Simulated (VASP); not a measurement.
Pt, 1 atom in the cell. The structure is cubic, space group Pm-3m (No. 221). Conventional cell: a = 2.671 Å, b = 2.671 Å, c = 2.671 Å, α = 90.00°, β = 90.00°, γ = 90.00°. Pt (site symmetry m-3m) has 6 Pt at 2.67 Å within 3.5 Å.  This cell differs from its parent crystal: volume scaled by 1.08.

```yaml
Program: VASP 6.6.1
Task: single point
Functional: r2SCAN
Potentials_or_basis: VASP PAW PBE potentials, release 64 (Pt)
Cutoff: 520 eV
k_mesh: 20 × 20 × 20
Occupations: fermi-dirac, width 0.05 eV
Spin: collinear spin, ferromagnetic start
Starting_moments: "[1.0] μB"
Dipole_correction: no
Further_INCAR_settings: ALGO = Normal; EDIFF = 1e-07; NBANDS = 15
```

Potentials or basis: VASP PAW PBE potentials, release 64 (Pt).

The run is started by

```bash
$ cat potpaw_PBE.64/Pt/POTCAR > POTCAR
$ cp INCAR.step1 INCAR
$ mpirun -np 1 vasp_std > vasp.out
$ cp INCAR.step2 INCAR
$ mpirun -np 1 vasp_std > vasp.out
```

Hardware: 1 thread of Intel Xeon 6975P-C, with other jobs on the host.

Estimate the wall time of this run.

Run time: 6.6 min on 1 thread of Intel Xeon 6975P-C, on a shared host, peak memory 0.23 GiB. Counts: k points 286.
